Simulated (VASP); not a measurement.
Write the native input for VASP 6.6.1 that does the following.

```yaml
Task: relaxation of cell and atoms
Functional: PBEsol
Potentials_or_basis: VASP PAW PBE potentials, release 64 (K_sv, I)
Cutoff: 600 eV
k_mesh: 6 × 6 × 6
Occupations: fermi-dirac, width 0.02 eV
Spin: no spin polarisation
Dipole_correction: no
Further_INCAR_settings: ALGO = Normal; EDIFF = 1e-07; IBRION = 2; EDIFFG = -0.005; NSW = 80; ISIF = 3
```

The structure of KI lies in POSCAR:

```
KI
1.0
    0.0000000000      3.5881815161      3.5881815161
    3.5881815161      0.0000000000      3.5881815161
    3.5881815161      3.5881815161      0.0000000000
K I
1 1
Direct
    0.0000000000      0.0000000000      0.0000000000
    0.5000000000      0.5000000000      0.5000000000
```

These files were run (other wordings do the same):

INCAR

```
SYSTEM = KI
  ALGO = Normal
  EDIFF = 1E-7
  EDIFFG = -0.005
  ENCUT = 600
  GGA = PS
  IBRION = 2
  ISIF = 3
  ISMEAR = -1
  LASPH = .TRUE.
  LCHARG = .FALSE.
  LREAL = .FALSE.
  LWAVE = .FALSE.
  NELM = 80
  NSW = 80
  PREC = Accurate
  SIGMA = 0.02
```

KPOINTS

```
k-points
0
G
  6 6 6
  0 0 0
```

Potentials or basis: VASP PAW PBE potentials, release 64 (K_sv, I).

Command:

```sh
$ cat potpaw_PBE.64/K_sv/POTCAR potpaw_PBE.64/I/POTCAR > POTCAR
$ mpirun -np 1 vasp_std > vasp.out
```

It gave:

| Item | Value |
| --- | --- |
| Relaxed volume | 43.16 Å³/atom |
| Relaxed cell | a = 4.961 Å, b = 4.961 Å, c = 4.961 Å, α = 60.00°, β = 60.00°, γ = 60.00° |
| Space group after relaxing (to 0.1 Å) | Fm-3m (No. 225) |
| Energy gained by relaxing | 7.1 meV/atom |
| Ionic steps | 4 |
| Pressure after relaxing | 0.0 GPa |
| Band gap on the k mesh | 3.86 eV |

Caveat: the PAW data sets were made with another functional, which shifts forces and pressure a little; spin-orbit coupling is left out, which moves the levels of the heavy elements.

Wall time 64 s on 1 thread of AMD EPYC 7R13 Processor (Zen 3) (shared host), peak memory 0.24 GiB.
